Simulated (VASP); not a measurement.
# NiO (Fm-3m) in VASP: a series of runs

NiO is run at these levels: PBEsol; tasks: relaxation of cell and atoms.

All numbers are computed with VASP 6.6.1; they aren't measurements. Logs are shortened: lines on timing, memory, paths and dates and some standing lists are left out, and cuts for length are marked.

**1. The cell of the first run**

It takes space group Fm-3m (No. 225, cubic). Conventional cell: a = 4.172 Å, b = 4.172 Å, c = 4.172 Å, α = 90.00°, β = 90.00°, γ = 90.00°. Ni (site symmetry m-3m) has 6 O at 2.09 Å within 2.8 Å. O (site symmetry m-3m) has 6 Ni at 2.09 Å within 2.8 Å.

**2. Relaxation of cell and atoms, PBEsol, collinear spin, ferromagnetic start, target pressure 2 GPa, at which the enthalpy is minimised**

INCAR

```
SYSTEM = NiO
  PREC = Accurate
  ENCUT = 600
  EDIFF = 1E-6
  ISMEAR = -1
  SIGMA = 0.05
  LREAL = .False.
  LASPH = .True.
  NELM = 150
  ALGO = Normal
  ISIF = 3
  LWAVE = .False.
  LCHARG = .False.
  ISPIN = 2
  MAGMOM = 1 0
  LORBIT = 11
  LMAXMIX = 4
  GGA = PS
  IBRION = 2
  NSW = 60
  EDIFFG = -0.01
  PSTRESS = 20.0
```

KPOINTS

```
regular mesh
0
Gamma
  11 11 11
  0 0 0
```

POSCAR

```
NiO
1.0
    0.0000000000      2.0859016414      2.0859016414
    2.0859016414      0.0000000000      2.0859016414
    2.0859016414      2.0859016414      0.0000000000
Ni O
1 1
Direct
    0.0000000000      0.0000000000      0.0000000000
    0.5000000000      0.5000000000      0.5000000000
```

Potentials or basis: VASP PAW PBE potentials, release 64 (Ni, O).

On the command line:

```
cat potpaw_PBE.64/Ni/POTCAR potpaw_PBE.64/O/POTCAR > POTCAR
mpirun -np 1 vasp_std > vasp.out
```

OUTCAR:

```text
SYSTEM = NiO
   PREC = Accurate
   ENCUT = 600
   EDIFF = 1E-6
   ISMEAR = -1
   LREAL = .False.
   LASPH = .True.
   NELM = 150
   ISIF = 3
   ISPIN = 2
   LORBIT = 11
   GGA = PS
   IBRION = 2
   NSW = 60
   EDIFFG = -0.01
   PSTRESS = 20.0

 ion  position               nearest neighbor table
   1  0.000  0.000  0.000-   2 2.09   2 2.09   2 2.09   2 2.09   2 2.09   2 2.09
   2  0.500  0.500  0.500-   1 2.09   1 2.09   1 2.09   1 2.09   1 2.09   1 2.09

  LATTYP: Found a face centered cubic cell.
 ALAT       =     4.1718032828

  Lattice vectors:

 A1 = (   0.0000000000,   2.0859016414,   2.0859016414)
 A2 = (   2.0859016414,   0.0000000000,   2.0859016414)
 A3 = (   2.0859016414,   2.0859016414,   0.0000000000)

Analysis of symmetry for initial positions (statically):
=====================================================================
 Subroutine PRICEL returns:
 Original cell was already a primitive cell.

 Routine SETGRP: Setting up the symmetry group for a
 face centered cubic supercell.

 Subroutine GETGRP returns: Found 48 space group operations
 (whereof 48 operations were pure point group operations)
 out of a pool of 48 trial point group operations.

The static configuration has the point symmetry O_h .

Analysis of symmetry for dynamics (positions and initial velocities):
=====================================================================
 Subroutine PRICEL returns:
 Original cell was already a primitive cell.

 Routine SETGRP: Setting up the symmetry group for a
 face centered cubic supercell.

 Subroutine GETGRP returns: Found 48 space group operations
 (whereof 48 operations were pure point group operations)
 out of a pool of 48 trial point group operations.

The dynamic configuration has the point symmetry O_h .

Analysis of structural, dynamic, and magnetic symmetry:
=====================================================================
 Subroutine PRICEL returns:
 Original cell was already a primitive cell.

 Routine SETGRP: Setting up the symmetry group for a
 face centered cubic supercell.

 Subroutine GETGRP returns: Found 48 space group operations
 (whereof 48 operations were pure point group operations)
 out of a pool of 48 trial point group operations.

The overall configuration has the point symmetry O_h .

 Subroutine INISYM returns: Found 48 space group operations
 (whereof 48 operations are pure point group operations),
 and found     1 'primitive' translations

----------------------------------------------------------------------------------------

                                     Primitive cell

  volume of cell :      18.1515

  direct lattice vectors                    reciprocal lattice vectors
     0.000000000  2.085901641  2.085901641    -0.239704495  0.239704495  0.239704495
     2.085901641  0.000000000  2.085901641     0.239704495 -0.239704495  0.239704495
     2.085901641  2.085901641  0.000000000     0.239704495  0.239704495 -0.239704495

  length of vectors
     2.949910391  2.949910391  2.949910391     0.415180364  0.415180364  0.415180364

  position of ions in fractional coordinates (direct lattice)
     0.000000000  0.000000000  0.000000000
     0.500000000  0.500000000  0.500000000

  ion indices of the primitive-cell ions
   primitive index   ion index
                 1           1
                 2           2

----------------------------------------------------------------------------------------

 KPOINTS: regular mesh

Automatic generation of k-mesh.
 Grid dimensions read from file:
 generate k-points for:   11   11   11

 Generating k-lattice:

  Cartesian coordinates                     Fractional coordinates (reciprocal lattice)
    -0.021791318  0.021791318  0.021791318     0.090909091  0.000000000  0.000000000
     0.021791318 -0.021791318  0.021791318     0.000000000  0.090909091  0.000000000
     0.021791318  0.021791318 -0.021791318     0.000000000  0.000000000  0.090909091

  Length of vectors
     0.037743669  0.037743669  0.037743669

  Shift w.r.t. Gamma in fractional coordinates (k-lattice)
     0.000000000  0.000000000  0.000000000

 Subroutine IBZKPT returns following result:
 ===========================================

 Found     56 irreducible k-points:

 Following reciprocal coordinates:
            Coordinates               Weight
  0.000000  0.000000  0.000000      1.000000
  0.090909  0.000000  0.000000      8.000000
  0.181818  0.000000  0.000000      8.000000
  0.272727  0.000000  0.000000      8.000000
  0.363636  0.000000  0.000000      8.000000
  0.454545  0.000000  0.000000      8.000000
[... 16 lines left out ...]
 -0.272727  0.181818  0.000000     24.000000
 -0.181818  0.181818  0.000000     12.000000
 [... further k-points ...]
   k-points           NKPTS =     56   k-points in BZ     NKDIM =     56   number of bands    NBANDS=     13
   number of dos      NEDOS =    301   number of ions     NIONS =      2
   total plane-waves  NPLWV =  13824
   dimension x,y,z NGX =    24 NGY =   24 NGZ =   24
   dimension x,y,z NGXF=    48 NGYF=   48 NGZF=   48
   ions per type =               1   1
   NGX,Y,Z   is equivalent  to a cutoff of  13.53, 13.53, 13.53 a.u.
   NGXF,Y,Z  is equivalent  to a cutoff of  27.05, 27.05, 27.05 a.u.
 SYSTEM =  NiO
   PREC   = accura    normal or accurate (medium, high low for compatibility)
   ISTART =      0    job   : 0-new  1-cont  2-samecut
   ICHARG =      2    charge: 1-file 2-atom 10-const
   ISPIN  =      2    spin polarized calculation?
   LNONCOLLINEAR =      F non collinear calculations
   LSORBIT =      F    spin-orbit coupling
   LASPH  =      T    aspherical Exc in radial PAW
   ENCUT  =  600.0 eV  44.10 Ry    6.64 a.u.   5.89  5.89  5.89*2*pi/ulx,y,z
   NELM   =    150;   NELMIN=  2; NELMDL= -5     # of ELM steps
   EDIFF  = 0.1E-05   stopping-criterion for ELM
   LREAL  =      F    real-space projection
   EDIFFG = -.1E-01   stopping-criterion for IOM
   NSW    =     60    number of steps for IOM
   IBRION =      2    ionic relax: 0-MD 1-quasi-New 2-CG
   NFREE  =      1    steps in history (QN), initial steepest desc. (CG)
   ISIF   =      3    stress and relaxation
   ISYM   =      2    0-nonsym 1-usesym 2-fastsym
   POTIM  = 0.5000    time-step for ionic-motion
   TEBEG  =    0.0;   TEEND  =   0.0 temperature during run
   PSTRESS=   20.0 pullay stress
   NELECT =      16.0000    total number of electrons
   NUPDOWN=      -1.0000    fix difference up-down
   EMIN   =  10.00;   EMAX   =-10.00  energy-range for DOS
   EFERMI =   0.00;   METHOD = LEGACY
   ISMEAR =    -1;   SIGMA  =   0.05  broadening in eV -4-tet -1-fermi 0-gaus
   EFERMI_NEDOS =   21; number of points for ismear=-14 and -15
   IALGO  =     38    algorithm
   IMIX   =      4    mixing-type and parameters
     AMIX     =   0.40;   BMIX     =  1.00
     AMIX_MAG =   1.60;   BMIX_MAG =  1.00
  volume/ion in A,a.u.               =       9.08        61.25
  Fermi-wavevector in a.u.,A,eV,Ry     =   1.569680  2.966264 33.523312  2.463894
  Thomas-Fermi vector in A             =   2.671526
   LORBIT       =     11    0 simple, 1 ext, 2 COOP (PROOUT), +10 PAW based schemes
   GGA     = PS    functional components
   LHFCALC =     F    Hartree Fock is set to
   AEXX    =    0.0000 exact exchange contribution
   IVDW    =     0    specifies the selected vdW correction
   LEPSILON=     F    determine dielectric tensor
   LRPA    =     F    only Hartree local field effects (RPA)
 conjugate gradient relaxation of ions
 spin polarized calculation
  energy-cutoff  :      600.00
  volume of cell :       18.15
 maximum number of plane-waves:       620
   NGX = 11   NGY = 11   NGZ = 11

--------------------------------------- Ionic step        1  -------------------------------------------

 number of electron      16.0000001 magnetization       1.3435850

 Free energy of the ion-electron system (eV)
  ---------------------------------------------------
  ext. energy  EPLUGINS =         0.00000000
  ---------------------------------------------------
  free energy    TOTEN  =       -12.38820839 eV

  energy without entropy =      -12.37499077  energy(sigma->0) =      -12.38159958

------------------------ aborting loop because EDIFF is reached ----------------------------------------

  FORCE on cell =-STRESS in cart. coord.  units (eV):
  Direction    XX          YY          ZZ          XY          YZ          ZX
  --------------------------------------------------------------------------------------
  -------------------------------------------------------------------------------------
  Total       -0.8858193     -0.8858193     -0.8858193      0.0000000      0.0000000      0.0000000
  in kB      -78.1887448    -78.1887448    -78.1887448      0.0000000      0.0000000      0.0000000
  external PRESSURE =     -98.1887448 kB  Pullay stress =      20.0000000 kB
[... 61 lines left out ...]
  enthalpy is  TOTEN    =       -12.1790802421 eV   P V=        0.2088302733

--------------------------------------- Ionic step        3  -------------------------------------------

 number of electron      15.9999990 magnetization       1.2047251

 Free energy of the ion-electron system (eV)
  ---------------------------------------------------
  ext. energy  EPLUGINS =         0.00000000
  ---------------------------------------------------
  free energy    TOTEN  =       -12.40576692 eV

  energy without entropy =      -12.39188769  energy(sigma->0) =      -12.39882731

 E-fermi :   8.5768     XC(G=0): -13.2629

 val. band max:        8.5707934414   @ k =   0.3636   0.1818   0.0909
 cond. band min:       8.5850193996   @ k =   0.4545   0.2727   0.0909
 fundamental gap:      0.0142259582
 Fermi energy:         8.5767556966

 spin component 1

 k-point     1 :       0.0000    0.0000    0.0000
  band No.  band energies     occupation
      1     -12.3926      1.00000
      2       5.1979      1.00000
      3       5.1979      1.00000
      4       5.1979      1.00000
      5       5.8680      1.00000
      6       5.8680      1.00000
      7       6.0537      1.00000
      8       6.0537      1.00000
      9       6.0537      1.00000
     10      10.3140      0.00000
     11      26.3247      0.00000
     12      27.7860      0.00000
     13      27.7860      0.00000
[... 353 lines left out ...]
 k-point    24 :      -0.1818    0.1818    0.0000
  band No.  band energies     occupation
      1     -11.4707      1.00000
      2       1.4962      1.00000
      3       2.8582      1.00000
      4       3.3469      1.00000
      5       6.4391      1.00000
      6       6.4650      1.00000
      7       7.0884      1.00000
      8       7.2156      1.00000
      9       8.8173      0.00807
     10      14.0149      0.00000
     11      20.8539      0.00000
     12      22.0993      0.00000
     13      25.3804      0.00000

 [... further k-points ...]

 spin component 2

 k-point     1 :       0.0000    0.0000    0.0000
  band No.  band energies     occupation
      1     -12.1113      1.00000
      2       5.5308      1.00000
      3       5.5308      1.00000
      4       5.5308      1.00000
      5       6.6801      1.00000
      6       6.6801      1.00000
      7       6.6801      1.00000
      8       7.4819      1.00000
      9       7.4820      1.00000
     10      10.5582      0.00000
     11      26.3031      0.00000
     12      27.9730      0.00000
     13      27.9730      0.00000
[... 397 lines left out ...]
  FREE ENERGIE OF THE ION-ELECTRON SYSTEM (eV)
  ---------------------------------------------------
  free  energy   TOTEN  =       -12.4057669234 eV

  energy  without entropy=      -12.3918876932  energy(sigma->0) =      -12.39882731

  enthalpy is  TOTEN    =       -12.1903636454 eV   P V=        0.2154032780

 reached required accuracy - stopping structural energy minimisation

 total charge

# of ion       s       p       d       tot
------------------------------------------
    1        0.352   0.447   8.340   9.140
    2        1.555   3.399   0.000   4.954
--------------------------------------------------
tot          1.907   3.847   8.340  14.094

 magnetization (x)

# of ion       s       p       d       tot
------------------------------------------
    1        0.010   0.014   0.984   1.008
    2        0.023   0.144   0.000   0.167
--------------------------------------------------
tot          0.033   0.158   0.984   1.175
```

Run time: 45 s. Hardware: 1 thread of Intel Xeon Platinum 8488C (Sapphire Rapids), shared host; peak memory 0.17 GiB.

What came out:

- Free energy: -12.4058 eV
- Relaxed volume: 8.63 Å³/atom
- Relaxed cell: a = 2.901 Å, b = 2.901 Å, c = 2.901 Å, α = 60.00°, β = 60.00°, γ = 60.00°
- Space group after relaxing (to 0.05 Å): Fm-3m (No. 225)
- Energy change on relaxing (the enthalpy is what falls): -8.8 meV/atom
- Ionic steps: 3
- Pressure after relaxing: 2.1 GPa
- Net moment: 1.20 μB per cell
- Site moments: Ni +1.01; O +0.17 μB
- Valence electrons inside the program's atomic spheres: Ni 9.14; O 4.95

The path:
```tsv
step	energy change (eV)	largest force (eV/Å)	pressure (GPa)	volume (Å³)
1	0.0000	0.0000	-7.82	18.15
2	0.0003	0.0000	8.99	16.73
3	-0.0176	0.0000	2.07	17.26
```

Final structure:
```xyz
2
Lattice="0.0000 2.0510 2.0510 2.0510 0.0000 2.0510 2.0510 2.0510 0.0000" Properties=species:S:1:pos:R:3 pbc="T T T"
Ni    0.0000    0.0000    0.0000
O     2.0510    2.0510    2.0510
```

Levels at points of the mesh, in eV from the Fermi level:
Spin up:
```csv
k point,band 6,band 7,band 8,band 9,band 10,band 11,band 12,band 13
"(0.00, 0.00, 0.00)",-2.71,-2.52,-2.52,-2.52,1.74,17.75,19.21,19.21
```
Spin down:
| k point | band 5 | band 6 | band 7 | band 8 | band 9 | band 10 |
| --- | --- | --- | --- | --- | --- | --- |
| (0.00, 0.00, 0.00) | -1.90 | -1.90 | -1.90 | -1.09 | -1.09 | 1.98 |

Caveat: the cell is relaxed towards a set pressure, so the enthalpy falls and the energy may rise; the PAW data sets were made with another functional, which shifts forces and pressure a little; a cell with one magnetic atom can't hold antiferromagnetic order, which such compounds often take; semilocal functionals often make such compounds metallic where correlation or magnetic order opens a gap, which also shifts bond lengths.

**3. Relaxation of cell and atoms, PBEsol, collinear spin, ferromagnetic start, target pressure 5 GPa, at which the enthalpy is minimised**

INCAR

```
SYSTEM = NiO
ALGO = Normal
EDIFF = 1E-6
EDIFFG = -0.01
ENCUT = 600
GGA = PS
IBRION = 2
ISIF = 3
ISMEAR = -1
ISPIN = 2
LASPH = .True.
LCHARG = .False.
LMAXMIX = 4
LORBIT = 11
LREAL = .False.
LWAVE = .False.
MAGMOM = 1 0
NELM = 150
NSW = 60
PREC = Accurate
PSTRESS = 50.0
SIGMA = 0.05
```

KPOINTS

```
k-points
0
Gamma
  11 11 11
  0 0 0
```

POSCAR is that of step 2.

Potentials or basis: VASP PAW PBE potentials, release 64 (Ni, O).

On the command line:

```
cat potpaw_PBE.64/Ni/POTCAR potpaw_PBE.64/O/POTCAR > POTCAR
mpirun -np 1 vasp_std > vasp.out
```

Run time: 82 s. Hardware: 1 thread of Intel Xeon Platinum 8488C (Sapphire Rapids), shared host; peak memory 0.17 GiB.

The run converged. Its results:

```yaml
Free_energy: -12.4005 eV
Relaxed_volume: 8.51 Å³/atom
Relaxed_cell: a = 2.887 Å, b = 2.887 Å, c = 2.887 Å, α = 60.00°, β = 60.00°, γ = 60.00°
Space_group_after_relaxing_to_0.05_Å: Fm-3m (No. 225)
Energy_change_on_relaxing_the_enthalpy_is_what_falls: -6.1 meV/atom
Ionic_steps: 3
Pressure_after_relaxing: 5.1 GPa
Net_moment: 1.14 μB per cell
Site_moments: Ni +0.96; O +0.16 μB
Valence_electrons_inside_the_program's_atomic_spheres: Ni 9.17; O 4.96
```

The path:
```tsv
step	energy change (eV)	largest force (eV/Å)	pressure (GPa)	volume (Å³)
1	0.0000	0.0000	-7.82	18.15
2	0.0315	0.0000	15.59	16.31
3	-0.0123	0.0000	5.07	17.02
```

Final structure:
```cif
data_structure
_symmetry_space_group_name_H-M 'P 1'
_symmetry_Int_Tables_number 1
_cell_length_a 2.8871
_cell_length_b 2.8871
_cell_length_c 2.8871
_cell_angle_alpha 60.000
_cell_angle_beta 60.000
_cell_angle_gamma 60.000
_cell_volume 17.02
loop_
_atom_site_label
_atom_site_type_symbol
_atom_site_fract_x
_atom_site_fract_y
_atom_site_fract_z
_atom_site_occupancy
Ni1 Ni 0.00000 0.00000 0.00000 1
O1 O 0.50000 0.50000 0.50000 1
```

Levels at points of the mesh, in eV from the Fermi level:
Spin up:
```csv
k point,band 5,band 6,band 7,band 8,band 9,band 10,band 11,band 12,band 13
"(0.00, 0.00, 0.00)",-2.69,-2.69,-2.54,-2.54,-2.54,1.83,17.79,19.32,19.32
```
Spin down:
| k point | band 3 | band 4 | band 5 | band 6 | band 7 | band 8 | band 9 | band 10 | band 11 | band 12 |
| --- | --- | --- | --- | --- | --- | --- | --- | --- | --- | --- |
| (0.00, 0.00, 0.00) | -3.13 | -3.13 | -1.94 | -1.94 | -1.94 | -1.16 | -1.16 | 2.06 | 17.77 | 19.50 |

Caveat: the cell is relaxed towards a set pressure, so the enthalpy falls and the energy may rise; the PAW data sets were made with another functional, which shifts forces and pressure a little; a cell with one magnetic atom can't hold antiferromagnetic order, which such compounds often take; semilocal functionals often make such compounds metallic where correlation or magnetic order opens a gap, which also shifts bond lengths.
